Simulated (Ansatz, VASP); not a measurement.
# C: VASP beside Ansatz

POSCAR

```
C
1.0
    2.0838934217     -1.2032084158      0.0000000000
    2.0838934217      1.2032084158      0.0000000000
   -1.3509174534      0.0000000000      3.4313236862
C
2
Direct
    0.1666444700      0.1666444700      0.9999069600
    0.8333555300      0.8333555300      0.0000930400
```

Contents of INCAR.step1:

```
SYSTEM = C
ALGO     = Normal         ! electronic algorithm
EDIFF    = 1E-5           ! SCF threshold, eV
ENCUT    = 520            ! plane-wave cutoff, eV
GGA      = PE             ! functional
ISIF     = 2              ! what is computed and relaxed
ISMEAR   = -1             ! smearing method
LASPH    = .True.         ! aspherical terms in the spheres
LREAL    = .False.        ! projectors in reciprocal space
LWAVE    = .True.         ! write WAVECAR
NBANDS   = 11             ! bands
NELM     = 100            ! most SCF steps
PREC     = Accurate       ! precision mode
SIGMA    = 0.05           ! smearing width, eV
```

Contents of INCAR.step2:

```
SYSTEM = C
AEXX     = 0.25           ! exact-exchange fraction
ALGO     = Normal         ! electronic algorithm
EDIFF    = 1E-7           ! SCF threshold, eV
ENCUT    = 520            ! plane-wave cutoff, eV
GGA      = PE             ! functional
ISIF     = 2              ! what is computed and relaxed
ISMEAR   = -1             ! smearing method
ISTART   = 1            
LASPH    = .True.         ! aspherical terms in the spheres
LCHARG   = .True.         ! write CHGCAR
LELF     = .True.         ! ELF
LHFCALC  = .True.         ! exact exchange
LREAL    = .False.        ! projectors in reciprocal space
LVHAR    = .True.       
LWAVE    = .False.        ! write WAVECAR
NBANDS   = 11             ! bands
NELM     = 100            ! most SCF steps
PREC     = Accurate       ! precision mode
PRECFOCK = Normal       
SIGMA    = 0.05           ! smearing width, eV
```

Contents of KPOINTS:

```
k-points
0
Gamma
  8 8 4
  0 0 0
```

input

```
crystal:
  lattice:
    - [2.0838934217, -1.2032084158, 0.0]
    - [2.0838934217, 1.2032084158, 0.0]
    - [-1.3509174534, 0.0, 3.4313236862]
  atoms:
    - { symbol: C, position: [0.16664447, 0.16664447, 0.99990696] }
    - { symbol: C, position: [0.83335553, 0.83335553, 9.304e-05] }
hamiltonian:
  xc: pbe0
  pseudopotentials: { kind: paw }
kpoints:
  mp_grid: { grid: [8, 8, 4] }
scf:
  occupations: { method: fermi_dirac, width: 0.05 }
output:
  forces: true
  stress: true
  eigenvalues: true
  write_density: true
  write_potential: true
  elf: true
  volumetric_format: npy
```

Alike in both runs: task single point; functional PBE0; k mesh 8 × 8 × 4; occupations fermi-dirac, width 0.05 eV; no spin polarisation.

|  | VASP | Ansatz |
| --- | --- | --- |
| version | VASP 6.6.1 | Ansatz 0.2.0 |
| potentials or method | VASP PAW PBE potentials, release 64 (C) | Ansatz PAW |
| plane-wave cutoff (eV) | 520 | 420 |
| valence electrons in the cell | 8 | 8 |

VASP gave:

| Item | Value |
| --- | --- |
| gap on the k mesh at the Fermi level (eV) | 2.77 |
| least direct gap on the mesh (eV) | 2.77 |
| pressure (GPa) | 17.6 |
| traceless stress, the component that is largest in VASP (GPa) | -15.74 |
| rms of the force components (eV/Å) | 0.005 |

Q: Estimate Ansatz's values.

A: gap on the k mesh at the Fermi level (eV): 2.71; least direct gap on the mesh (eV): 2.71; pressure (GPa): 17.0; traceless stress, the component that is largest in VASP (GPa): -14.98; rms of the force components (eV/Å): 0.005.

Atom by atom the forces differ by 0.000 eV/Å (rms over components). With one functional, cell and mesh, what is left measures potentials, basis and numerics.

The k mesh is coarse, so the values compare programs but aren't converged.
